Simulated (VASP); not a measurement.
Write the native input for VASP 6.6.1 that does the following.

| Quantity | Value |
| --- | --- |
| Task | single point |
| Functional | PBE |
| Potentials or basis | VASP PAW PBE potentials, release 64 (Cd, Se, S) |
| Cutoff | 520 eV |
| k mesh | 6 × 6 × 6 |
| Occupations | gaussian, width 0.1 eV |
| Spin | no spin polarisation |
| Dipole correction | no |
| Further INCAR settings | ALGO = Normal; EDIFF = 1e-06; NBANDS = 36 |

The structure of Cd3Se2S lies in POSCAR:

```
Cd3Se2S
1.0
   -2.1650370897      2.1650370897      9.1558832601
    2.1650370897     -2.1650370897      9.1558832601
    2.1650370897      2.1650370897     -9.1558832601
Cd Se S
3 2 1
Direct
    0.6721942939      0.6721942939      0.0000000000
    0.3278057061      0.3278057061      0.0000000000
    0.0000000000      0.0000000000      0.0000000000
    0.4138030250      0.9138030250      0.5000000000
    0.0861969750      0.5861969750      0.5000000000
    0.7500000000      0.2500000000      0.5000000000
```

These files were run (other wordings do the same):

INCAR

```
SYSTEM = Cd3Se2S
ALGO     = Normal         ! electronic algorithm
EDIFF    = 1E-6           ! SCF threshold, eV
ENCUT    = 520            ! plane-wave cutoff, eV
GGA      = PE             ! functional
ISIF     = 2              ! what is computed and relaxed
ISMEAR   = 0              ! smearing method
LASPH    = .True.         ! aspherical terms in the spheres
LCHARG   = .True.         ! write CHGCAR
LELF     = .True.         ! ELF
LREAL    = .False.        ! projectors in reciprocal space
LVHAR    = .True.       
LWAVE    = .False.        ! write WAVECAR
NBANDS   = 36             ! bands
NELM     = 60             ! most SCF steps
PREC     = Accurate       ! precision mode
SIGMA    = 0.1            ! smearing width, eV
```

KPOINTS

```
k-points
0
Gamma
  6 6 6
  0 0 0
```

Potentials or basis: VASP PAW PBE potentials, release 64 (Cd, Se, S).

The run is started by

```console
$ cat potpaw_PBE.64/Cd/POTCAR potpaw_PBE.64/Se/POTCAR potpaw_PBE.64/S/POTCAR > POTCAR
$ mpirun -np 1 vasp_std > vasp.out
```

Results of the run:

```json
{
 "Pressure": "0.0 GPa",
 "Largest force": "0.007 eV/Å",
 "Band gap on the k mesh": "0.62 eV"
}
```

It took 12 min on 1 thread of Intel(R) Xeon(R) Platinum 8259CL CPU @ 2.50GHz (Skylake/Cascade Lake), on a shared host, peak memory 0.79 GiB.
